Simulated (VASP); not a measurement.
Fe:

```xyz
1
Lattice="-1.4332 1.4332 1.4332 1.4332 -1.4332 1.4332 1.4332 1.4332 -1.4332" Properties=species:S:1:pos:R:3 pbc="T T T"
Fe    0.0000    0.0000    0.0000
```

| Item | Value |
| --- | --- |
| Program | VASP 6.6.1 |
| Task | relaxation of cell and atoms |
| Functional | LDA |
| Potentials or basis | VASP PAW LDA potentials, release 64 (Fe) |
| Cutoff | 600 eV |
| k mesh | 15 × 15 × 15 |
| Occupations | fermi-dirac, width 0.05 eV |
| Spin | collinear spin, ferromagnetic start |
| Starting moments | [2.5] μB |

At the start: pressure -23.4 GPa; volume 11.78 Å³/atom.

Task: Where does the relaxation end?

Result: Over 7 steps the energy falls by 119.1 meV/atom and the volume is 10.34 Å³/atom (-12.2 %); space group Im-3m (No. 229, to 0.05 Å); moment 1.93 μB per cell.

Step by step:
```csv
step,energy change (eV),largest force (eV/Å),pressure (GPa),volume (Å³)
1,0.0000,0.0000,-23.41,11.78
2,0.0423,0.0000,45.87,9.08
3,-0.1189,0.0000,-1.15,10.39
4,-0.1190,0.0000,-0.29,10.35
5,-0.1190,0.0000,0.40,10.33
6,-0.1190,0.0000,-0.41,10.36
7,-0.1191,0.0000,-0.01,10.34
```

Final structure:
```yaml
crystal:
  lattice:
    - [-1.37260, 1.37260, 1.37260]
    - [1.37260, -1.37260, 1.37260]
    - [1.37260, 1.37260, -1.37260]
  atoms:
    - { symbol: Fe, position: [0.00000, 0.00000, 0.00000] }
```

Caveat: the volume moved by -12 % from the deposited cell, more than functionals usually miss.
